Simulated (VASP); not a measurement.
# Na16Li (a cell with a defect) in VASP: further runs

Na16Li (a cell with a defect) is run at these levels: PBE; tasks: single point.

Everything below comes from runs of VASP 6.6.1. Logs are shortened: lines on timing, memory, paths and dates and some standing lists are left out, and cuts for length are marked.

**1. The cell of the first run**

The cell holds a defect, 17 atoms: a = 8.460 Å, b = 8.460 Å, c = 8.460 Å, α = 90.00°, β = 90.00°, γ = 90.00°.

**2. Single point, PBE**

The input, INCAR:

```
SYSTEM = Na16Li
PREC     = Accurate       ! precision mode
ENCUT    = 520            ! plane-wave cutoff, eV
EDIFF    = 1E-6           ! SCF threshold, eV
ISMEAR   = 0              ! smearing method
SIGMA    = 0.05           ! smearing width, eV
LREAL    = Auto         
LASPH    = .True.         ! aspherical terms in the spheres
NELM     = 100            ! most SCF steps
ALGO     = Normal         ! electronic algorithm
ISIF     = 2              ! what is computed and relaxed
LWAVE    = .False.        ! write WAVECAR
LCHARG   = .False.        ! write CHGCAR
GGA      = PE             ! functional
NBANDS   = 72             ! bands
```

The input, KPOINTS:

```
regular mesh
0
Gamma
  2 2 2
  0 0 0
```

The input, POSCAR:

```
Na16Li
1.0
    8.4600000000      0.0000000000      0.0000000000
    0.0000000000      8.4600000000      0.0000000000
    0.0000000000      0.0000000000      8.4600000000
Na Li
16 1
Direct
    0.0311628842     -0.0028858156      0.0403541371
    0.4607035461     -0.0030908983     -0.0095747045
    0.0110776596      0.5056338061     -0.0156747045
   -0.0191232861      0.0031934988      0.4680705674
    0.2414118203      0.3018925532      0.2302742317
    0.4770479905      0.5042867612     -0.0468391253
    0.5736273050     -0.0002247045      0.5859665485
    0.6924235225      0.2325643026      0.2453769504
   -0.0264462175      0.4940547281      0.4936546099
    0.2454596927      0.7032940898      0.2462604019
    0.2352015366      0.2231919622      0.7142249409
    0.4956202128      0.4905287234      0.5217078014
    0.6941204492      0.7645628842      0.2502679669
    0.7823585106      0.2389789598      0.7929427896
    0.2364361702      0.7755725768      0.7062113475
    0.7826007092      0.7598715130      0.7863578014
    0.3383613475      0.0088005910      0.3580849882
```

Potentials or basis: VASP PAW PBE potentials, release 64 (Na_pv, Li_sv).

Command:

```bash
> cat potpaw_PBE.64/Na_pv/POTCAR potpaw_PBE.64/Li_sv/POTCAR > POTCAR
> mpirun -np 1 vasp_std > vasp.out
```

OUTCAR:

```text
SYSTEM = Na16Li
   PREC = Accurate
   ENCUT = 520
   EDIFF = 1E-6
   ISMEAR = 0
   LREAL = Auto
   LASPH = .True.
   NELM = 100
   ISIF = 2
   GGA = PE

 ion  position               nearest neighbor table
   1  0.031  0.997  0.040-
   2  0.461  0.997  0.990-
   3  0.011  0.506  0.984-
   4  0.981  0.003  0.468-
   5  0.241  0.302  0.230-
   6  0.477  0.504  0.953-
[... 9 lines left out ...]
  16  0.783  0.760  0.786-
  17  0.338  0.009  0.358-

  LATTYP: Found a simple cubic cell.
 ALAT       =     8.4600000000

  Lattice vectors:

 A1 = (   8.4600000000,   0.0000000000,   0.0000000000)
 A2 = (   0.0000000000,   8.4600000000,   0.0000000000)
 A3 = (   0.0000000000,   0.0000000000,   8.4600000000)

Analysis of symmetry for initial positions (statically):
=====================================================================
 Subroutine PRICEL returns:
 Original cell was already a primitive cell.

 Routine SETGRP: Setting up the symmetry group for a
 simple cubic supercell.

 Subroutine GETGRP returns: Found  1 space group operations
 (whereof  1 operations were pure point group operations)
 out of a pool of 48 trial point group operations.

The static configuration has the point symmetry C_1 .

Analysis of symmetry for dynamics (positions and initial velocities):
=====================================================================
 Subroutine PRICEL returns:
 Original cell was already a primitive cell.

 Routine SETGRP: Setting up the symmetry group for a
 simple cubic supercell.

 Subroutine GETGRP returns: Found  1 space group operations
 (whereof  1 operations were pure point group operations)
 out of a pool of 48 trial point group operations.

The dynamic configuration has the point symmetry C_1 .

 Subroutine INISYM returns: Found  1 space group operations
 (whereof  1 operations are pure point group operations),
 and found     1 'primitive' translations

----------------------------------------------------------------------------------------

                                     Primitive cell

  volume of cell :     605.4957

  direct lattice vectors                    reciprocal lattice vectors
     8.460000000  0.000000000  0.000000000     0.118203310  0.000000000  0.000000000
     0.000000000  8.460000000  0.000000000     0.000000000  0.118203310  0.000000000
     0.000000000  0.000000000  8.460000000     0.000000000  0.000000000  0.118203310

  length of vectors
     8.460000000  8.460000000  8.460000000     0.118203310  0.118203310  0.118203310

  position of ions in fractional coordinates (direct lattice)
     0.031162884  0.997114184  0.040354137
     0.460703546  0.996909102  0.990425296
     0.011077660  0.505633806  0.984325295
     0.980876714  0.003193499  0.468070567
     0.241411820  0.301892553  0.230274232
     0.477047990  0.504286761  0.953160875
[... 9 lines left out ...]
     0.782600709  0.759871513  0.786357801
     0.338361347  0.008800591  0.358084988

  ion indices of the primitive-cell ions
   primitive index   ion index
                 1           1
                 2           2
                 3           3
                 4           4
                 5           5
                 6           6
[... 9 lines left out ...]
                16          16
                17          17

----------------------------------------------------------------------------------------

 KPOINTS: regular mesh

Automatic generation of k-mesh.
 Grid dimensions read from file:
 generate k-points for:    2    2    2

 Generating k-lattice:

  Cartesian coordinates                     Fractional coordinates (reciprocal lattice)
     0.059101655  0.000000000  0.000000000     0.500000000  0.000000000  0.000000000
     0.000000000  0.059101655  0.000000000     0.000000000  0.500000000  0.000000000
     0.000000000  0.000000000  0.059101655     0.000000000  0.000000000  0.500000000

  Length of vectors
     0.059101655  0.059101655  0.059101655

  Shift w.r.t. Gamma in fractional coordinates (k-lattice)
     0.000000000  0.000000000  0.000000000

 Subroutine IBZKPT returns following result:
 ===========================================

 Found      8 irreducible k-points:

 Following reciprocal coordinates:
            Coordinates               Weight
  0.000000  0.000000  0.000000      1.000000
  0.500000  0.000000  0.000000      1.000000
  0.000000  0.500000  0.000000      1.000000
  0.000000  0.000000  0.500000      1.000000
  0.500000  0.500000  0.000000      1.000000
  0.000000  0.500000  0.500000      1.000000
  0.500000  0.000000  0.500000      1.000000
  0.500000  0.500000  0.500000      1.000000
   k-points           NKPTS =      8   k-points in BZ     NKDIM =      8   number of bands    NBANDS=     72
   number of dos      NEDOS =    301   number of ions     NIONS =     17
   total plane-waves  NPLWV = 262144
   dimension x,y,z NGX =    64 NGY =   64 NGZ =   64
   dimension x,y,z NGXF=   128 NGYF=  128 NGZF=  128
   ions per type =              16   1
   NGX,Y,Z   is equivalent  to a cutoff of  12.58, 12.58, 12.58 a.u.
   NGXF,Y,Z  is equivalent  to a cutoff of  25.15, 25.15, 25.15 a.u.
 SYSTEM =  Na16Li
   PREC   = accura    normal or accurate (medium, high low for compatibility)
   ISTART =      0    job   : 0-new  1-cont  2-samecut
   ICHARG =      2    charge: 1-file 2-atom 10-const
   ISPIN  =      1    spin polarized calculation?
   LNONCOLLINEAR =      F non collinear calculations
   LSORBIT =      F    spin-orbit coupling
   LASPH  =      T    aspherical Exc in radial PAW
   ENCUT  =  520.0 eV  38.22 Ry    6.18 a.u.  15.73 15.73 15.73*2*pi/ulx,y,z
   NELM   =    100;   NELMIN=  2; NELMDL= -5     # of ELM steps
   EDIFF  = 0.1E-05   stopping-criterion for ELM
   LREAL  =      T    real-space projection
   EDIFFG = 0.1E-04   stopping-criterion for IOM
   NSW    =      0    number of steps for IOM
   IBRION =     -1    ionic relax: 0-MD 1-quasi-New 2-CG
   NFREE  =      0    steps in history (QN), initial steepest desc. (CG)
   ISIF   =      2    stress and relaxation
   ISYM   =      2    0-nonsym 1-usesym 2-fastsym
   POTIM  = 0.5000    time-step for ionic-motion
   TEBEG  =    0.0;   TEEND  =   0.0 temperature during run
   PSTRESS=    0.0 pullay stress
   NELECT =     115.0000    total number of electrons
   NUPDOWN=      -1.0000    fix difference up-down
   EMIN   =  10.00;   EMAX   =-10.00  energy-range for DOS
   EFERMI =   0.00;   METHOD = LEGACY
   ISMEAR =     0;   SIGMA  =   0.05  broadening in eV -4-tet -1-fermi 0-gaus
   EFERMI_NEDOS =   21; number of points for ismear=-14 and -15
   IALGO  =     38    algorithm
   IMIX   =      4    mixing-type and parameters
     AMIX     =   0.40;   BMIX     =  1.00
     AMIX_MAG =   1.60;   BMIX_MAG =  1.00
  volume/ion in A,a.u.               =      35.62       240.36
  Fermi-wavevector in a.u.,A,eV,Ry     =   0.941031  1.778290 12.048484  0.885539
  Thomas-Fermi vector in A             =   2.068501
   LORBIT       =      0    0 simple, 1 ext, 2 COOP (PROOUT), +10 PAW based schemes
   GGA     = PE    functional components
   LHFCALC =     F    Hartree Fock is set to
   AEXX    =    0.0000 exact exchange contribution
   IVDW    =     0    specifies the selected vdW correction
   LEPSILON=     F    determine dielectric tensor
   LRPA    =     F    only Hartree local field effects (RPA)
 non-spin polarized calculation
 Gauss-broadening in eV      SIGMA  =   0.05
  energy-cutoff  :      520.00
  volume of cell :      605.50
 maximum number of plane-waves:     16384
 NGX is ok and might be reduce to    64
   NGX = 31   NGY = 31   NGZ = 31

 number of electron     115.0000015 magnetization

 Free energy of the ion-electron system (eV)
  ---------------------------------------------------
  ext. energy  EPLUGINS =         0.00000000
  ---------------------------------------------------
  free energy    TOTEN  =       -22.05102292 eV

  energy without entropy =      -22.01860670  energy(sigma->0) =      -22.03481481

 E-fermi :   0.2031     XC(G=0):  -6.5440

 val. band max:        0.1883205805   @ k =   0.0000   0.5000   0.5000
 cond. band min:       0.2209813185   @ k =   0.5000   0.5000   0.0000
 fundamental gap:      0.0326607380
 Fermi energy:         0.2030602959

 k-point     1 :       0.0000    0.0000    0.0000
  band No.  band energies     occupation
      1     -46.7776      2.00000
      2     -24.7315      2.00000
      3     -24.7214      2.00000
      4     -24.7101      2.00000
      5     -24.7092      2.00000
      6     -24.7088      2.00000
[... 61 lines left out ...]
     68       1.5861      0.00000
     69       2.8141      0.00000

 k-point     2 :       0.5000    0.0000    0.0000
  band No.  band energies     occupation
      1     -46.7776      2.00000
      2     -24.7314      2.00000
      3     -24.7214      2.00000
      4     -24.7101      2.00000
      5     -24.7092      2.00000
      6     -24.7087      2.00000
[... 61 lines left out ...]
     68       2.0058      0.00000
     69       2.0454      0.00000

 k-point     3 :       0.0000    0.5000    0.0000
  band No.  band energies     occupation
      1     -46.7776      2.00000
      2     -24.7314      2.00000
      3     -24.7215      2.00000
      4     -24.7101      2.00000
      5     -24.7092      2.00000
      6     -24.7088      2.00000
[... 61 lines left out ...]
     68       2.0095      0.00000
     69       2.0250      0.00000

 k-point     4 :       0.0000    0.0000    0.5000
  band No.  band energies     occupation
      1     -46.7776      2.00000
      2     -24.7313      2.00000
      3     -24.7214      2.00000
      4     -24.7101      2.00000
      5     -24.7092      2.00000
      6     -24.7086      2.00000
[... 61 lines left out ...]
     68       1.9715      0.00000
     69       2.0301      0.00000

 k-point     5 :       0.5000    0.5000    0.0000
  band No.  band energies     occupation
      1     -46.7776      2.00000
      2     -24.7313      2.00000
      3     -24.7215      2.00000
      4     -24.7101      2.00000
      5     -24.7092      2.00000
      6     -24.7087      2.00000
[... 61 lines left out ...]
     68       2.4931      0.00000
     69       2.5534      0.00000

 k-point     6 :       0.0000    0.5000    0.5000
  band No.  band energies     occupation
      1     -46.7776      2.00000
      2     -24.7312      2.00000
      3     -24.7214      2.00000
      4     -24.7101      2.00000
      5     -24.7092      2.00000
      6     -24.7086      2.00000
[... 61 lines left out ...]
     68       2.4827      0.00000
     69       2.5722      0.00000

 k-point     7 :       0.5000    0.0000    0.5000
  band No.  band energies     occupation
      1     -46.7776      2.00000
      2     -24.7313      2.00000
      3     -24.7214      2.00000
      4     -24.7101      2.00000
      5     -24.7091      2.00000
      6     -24.7086      2.00000
[... 61 lines left out ...]
     68       2.5279      0.00000
     69       2.6032      0.00000

 k-point     8 :       0.5000    0.5000    0.5000
  band No.  band energies     occupation
      1     -46.7776      2.00000
      2     -24.7312      2.00000
      3     -24.7214      2.00000
      4     -24.7101      2.00000
      5     -24.7091      2.00000
      6     -24.7086      2.00000
[... 61 lines left out ...]
     68       2.5723      0.00000
     69       2.5837      0.00000
 [bands above 69 left out]

------------------------ aborting loop because EDIFF is reached ----------------------------------------

  FORCE on cell =-STRESS in cart. coord.  units (eV):
  Direction    XX          YY          ZZ          XY          YZ          ZX
  --------------------------------------------------------------------------------------
  -------------------------------------------------------------------------------------
  Total        1.1706325      1.6984784      1.5602352     -0.1198766     -0.1936430      1.5944234
  in kB        3.0975625      4.4942738      4.1284742     -0.3172006     -0.5123907      4.2189380
  external PRESSURE =       3.9067702 kB  Pullay stress =       0.0000000 kB

 VOLUME and BASIS-vectors are now :
 -----------------------------------------------------------------------------
  energy-cutoff  :      520.00
  volume of cell :      605.50
      direct lattice vectors                 reciprocal lattice vectors
     8.460000000  0.000000000  0.000000000     0.118203310  0.000000000  0.000000000
     0.000000000  8.460000000  0.000000000     0.000000000  0.118203310  0.000000000
     0.000000000  0.000000000  8.460000000     0.000000000  0.000000000  0.118203310

 POSITION                                       TOTAL-FORCE (eV/Angst)
 -----------------------------------------------------------------------------------
      0.26364      8.43559      0.34140        -0.005794     -0.002538     -0.012099
      3.89755      8.43385      8.37900        -0.002104     -0.001569      0.004680
      0.09372      4.27766      8.32739        -0.002303      0.003398      0.000685
      8.29822      0.02702      3.95988        -0.019354      0.001400      0.009406
      2.04234      2.55401      1.94812        -0.010981      0.009704      0.006690
      4.03583      4.26627      8.06374         0.000828     -0.000899      0.010026
[... 9 lines left out ...]
      6.62080      6.42851      6.65259        -0.007367     -0.007941     -0.008175
      2.86254      0.07445      3.02940         0.013588     -0.002072      0.004701
 -----------------------------------------------------------------------------------
    total drift:                               -0.001506     -0.000944     -0.001304

  FREE ENERGIE OF THE ION-ELECTRON SYSTEM (eV)
  ---------------------------------------------------
  free  energy   TOTEN  =       -22.0510229158 eV

  energy  without entropy=      -22.0186067031  energy(sigma->0) =      -22.03481481
```

Run time: 3.7 min. Hardware: 1 thread of Intel Xeon 6975P-C (Granite Rapids), shared host; peak memory 0.64 GiB.

Results:

| Quantity | Value |
| --- | --- |
| Free energy | -22.0510 eV |
| Largest force | 0.022 eV/Å |
| Band gap on the k mesh | zero (an odd number of electrons rules out a gap without spin polarisation) |

Forces on the atoms (eV/Å):
```
Na  -0.006 -0.003 -0.012
Na  -0.002 -0.002  0.005
Na  -0.002  0.003  0.001
Na  -0.019  0.001  0.009
Na  -0.011  0.010  0.007
Na   0.001 -0.001  0.010
Na  -0.003  0.005 -0.009
Na   0.022  0.001 -0.001
Na  -0.018  0.001 -0.001
Na  -0.009 -0.013  0.005
Na   0.008  0.005 -0.003
Na   0.015 -0.001 -0.005
Na   0.016  0.002  0.004
Na  -0.007  0.006 -0.003
Na   0.009 -0.006 -0.003
Na  -0.007 -0.008 -0.008
Li   0.014 -0.002  0.005
```

Caveat: the k points lie up to 0.37 Å⁻¹ apart, too coarse for converged energies and pressures of a metal; the cutoff is under 1.25 times the usual one of these potentials, so pressure, stress and relaxed cells hold a basis-set (Pulay) error.

**3. Single point, PBE**

The input, INCAR:

```
SYSTEM = Na16Li
ALGO = Normal
EDIFF = 1E-6
ENCUT = 520
GGA = PE
ISIF = 2
ISMEAR = 0
LASPH = .TRUE.
LCHARG = .TRUE.
LELF = .TRUE.
LREAL = Auto
LVHAR = .TRUE.
LWAVE = .FALSE.
NBANDS = 72
NELM = 100
PREC = Accurate
SIGMA = 0.05
```

The input, KPOINTS:

```
k-points
0
G
  2 2 2
  0 0 0
```

The input, POSCAR:

```
Na16Li
1.0
    8.4600000000      0.0000000000      0.0000000000
    0.0000000000      8.4600000000      0.0000000000
    0.0000000000      0.0000000000      8.4600000000
Na Li
16 1
Direct
    0.0066072104     -0.0063405437      0.0160075650
    0.4752269504     -0.0003996454     -0.0004356974
    0.0010931442      0.5112945626     -0.0129685579
   -0.0125165485      0.0004080378      0.4860966903
    0.2413683215      0.3072569740      0.2354304965
    0.4940833333      0.5012297872     -0.0292472813
    0.5406050827      0.0042245863      0.5508916076
    0.7211504728      0.2325755319      0.2471359338
   -0.0183158392      0.4990528369      0.5040580378
    0.2541971631      0.6939962175      0.2515593381
    0.2367955083      0.2275511820      0.7362905437
    0.5016352246      0.4875561466      0.5155853428
    0.7164471631      0.7661092199      0.2535024823
    0.7677132388      0.2394651300      0.7750676123
    0.2434634752      0.7723732861      0.7284724586
    0.7600216312      0.7608676123      0.7673644208
    0.2926288416      0.0027979905      0.3129031915
```

Potentials or basis: VASP PAW PBE potentials, release 64 (Na_pv, Li_sv).

Command:

```bash
> cat potpaw_PBE.64/Na_pv/POTCAR potpaw_PBE.64/Li_sv/POTCAR > POTCAR
> mpirun -np 1 vasp_std > vasp.out
```

Run time: 4.7 min. Hardware: 1 thread of Intel Xeon 6975P-C (Granite Rapids), shared host; peak memory 0.63 GiB.

It converged, with:

```yaml
Free_energy: -21.9437 eV
Largest_force: 0.203 eV/Å
Band_gap_on_the_k_mesh: zero (an odd number of electrons rules out a gap without spin polarisation)
```

Forces on the atoms (eV/Å):
```
Na   0.101 -0.001  0.106
Na   0.021 -0.004 -0.074
Na  -0.033 -0.002 -0.001
Na  -0.107 -0.002  0.036
Na  -0.042  0.069 -0.044
Na  -0.012 -0.002 -0.007
Na  -0.013  0.013 -0.014
Na  -0.008  0.026 -0.009
Na  -0.012 -0.001 -0.013
Na  -0.041 -0.096 -0.046
Na   0.014  0.024 -0.036
Na   0.005  0.003  0.026
Na  -0.012 -0.026 -0.004
Na  -0.009 -0.009 -0.005
Na   0.011 -0.027 -0.040
Na  -0.006  0.005 -0.012
Li   0.146  0.030  0.138
```

Levels at points of the mesh, in eV from the Fermi level:
| k point | band 55 | band 56 | band 57 | band 58 | band 59 | band 60 |
| --- | --- | --- | --- | --- | --- | --- |
| (0.00, 0.00, 0.00) | -0.99 | -0.91 | 0.70 | 0.71 | 0.77 | 0.85 |
| (0.50, 0.00, 0.00) | -0.55 | -0.50 | -0.46 | -0.44 | -0.43 | 1.22 |
| (0.00, 0.50, 0.00) | -0.56 | -0.46 | -0.45 | -0.43 | -0.35 | 1.13 |
| (0.00, 0.00, 0.50) | -0.53 | -0.50 | -0.49 | -0.46 | -0.45 | 1.23 |
| (0.50, 0.50, 0.00) | -0.06 | -0.03 | -0.02 | 0.05 | 0.05 | 0.07 |
| (0.00, 0.50, 0.50) | -0.06 | -0.02 | 0.00 | 0.04 | 0.04 | 0.05 |
| (0.50, 0.00, 0.50) | -0.13 | -0.02 | -0.01 | 0.02 | 0.03 | 0.10 |
| (0.50, 0.50, 0.50) | -1.51 | -1.47 | -1.42 | 1.77 | 1.80 | 1.82 |

Caveat: the k points lie up to 0.37 Å⁻¹ apart, too coarse for converged energies and pressures of a metal; the cutoff is under 1.25 times the usual one of these potentials, so pressure, stress and relaxed cells hold a basis-set (Pulay) error.

The gap in the log of VASP goes by the Fermi energy; the results here count the filled bands.